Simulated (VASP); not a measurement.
Set up this calculation in VASP 6.6.1, as the native input.

```
Task                   : single point
Functional             : revPBE
Potentials or basis    : VASP PAW PBE potentials, release 64 (Ag)
Cutoff                 : 520 eV
k mesh                 : 14 × 14 × 4
Occupations            : fermi-dirac, width 0.1 eV
Spin                   : no spin polarisation
Dipole correction      : no
Further INCAR settings : ALGO = Normal; EDIFF = 1e-07; NBANDS = 30
```

The structure of Ag lies in POSCAR:

```
Ag
1.0
    3.0686941069      0.0000000000      0.0000000000
   -1.5343470535      2.6575670530      0.0000000000
    0.0000000000      0.0000000000     10.1277188613
Ag
4
Direct
    0.3333333333      0.6666666667      0.2500000000
    0.6666666667      0.3333333333      0.7500000000
    1.0000000000      0.0000000000      0.0000000000
    1.0000000000      0.0000000000      0.5000000000
```

This cell differs from its parent crystal: volume scaled by 1.12.

The input as run:

INCAR

```
SYSTEM = Ag
PREC = Accurate ; ENCUT = 520
EDIFF = 1E-7 ; ISMEAR = -1
SIGMA = 0.1 ; LREAL = .False.
LASPH = .True. ; NELM = 60
ALGO = Normal ; ISIF = 2
LWAVE = .False. ; LCHARG = .True.
GGA = RE ; LELF = .True.
LVHAR = .True. ; NBANDS = 30
```

KPOINTS

```
Automatic mesh
0
Gamma
  14 14 4
  0 0 0
```

Potentials or basis: VASP PAW PBE potentials, release 64 (Ag).

Command:

```console
$ cat potpaw_PBE.64/Ag/POTCAR > POTCAR
$ mpirun -np 1 vasp_std > vasp.out
```

It gave:

The pressure is -6.3 GPa and the band gap on the k mesh is zero (band 22 reaches 8.70 eV, above the bottom of band 23 at 3.15 eV).

Caveat: the PAW data sets were made with another functional, which shifts forces and pressure a little.

Run time: 66 s on 1 thread of Intel(R) Xeon(R) 6975P-C (Granite Rapids) (shared host), peak memory 0.27 GiB.
